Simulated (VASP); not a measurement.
## Hf2Sc: single point with PBE

Hf2Sc:

```xyz
3
Lattice="4.9951 0.0000 0.0000 -2.4976 4.3259 0.0000 0.0000 0.0000 3.1350" Properties=species:S:1:pos:R:3 pbc="T T T"
Hf    0.0000    2.8839    1.5675
Hf    2.4976    1.4420    1.5675
Sc    0.0000    0.0000    0.0000
```

- Program: VASP 6.6.1
- Task: single point
- Functional: PBE
- Potentials or basis: VASP PAW PBE potentials, release 64 (Hf_pv, Sc_sv)
- Cutoff: 520 eV
- k mesh: 12 × 12 × 14
- Occupations: gaussian, width 0.1 eV
- Spin: no spin polarisation
- Dipole correction: no
- Further INCAR settings: ALGO = Fast; EDIFF = 1e-07; NBANDS = 22

- Pressure: -0.2 GPa

Levels at points of the mesh, in eV from the Fermi level:
```tsv
k point	band 12	band 13	band 14	band 15	band 16	band 17	band 18	band 19	band 20	band 21
(0.00, 0.00, 0.00)	-1.62	-0.40	-0.40	-0.34	0.00	0.00	1.70	2.33	2.33	2.95
(0.50, 0.00, 0.00)	-3.51	-2.63	-0.21	-0.10	0.17	0.96	1.20	1.51	1.80	2.85
(0.00, 0.00, 0.50)	-1.83	-1.83	-1.28	-0.88	-0.88	1.59	1.59	2.11	2.11	4.16
(0.50, 0.00, 0.50)	-2.13	-1.70	-0.59	-0.51	-0.48	0.59	1.22	1.67	1.86	3.27
```

It took 2.6 min on 1 thread of Intel(R) Xeon(R) 6975P-C (Granite Rapids), with other jobs on the host, peak memory 0.35 GiB.

Caveat: spin-orbit coupling is left out, which moves the levels of the heavy elements.
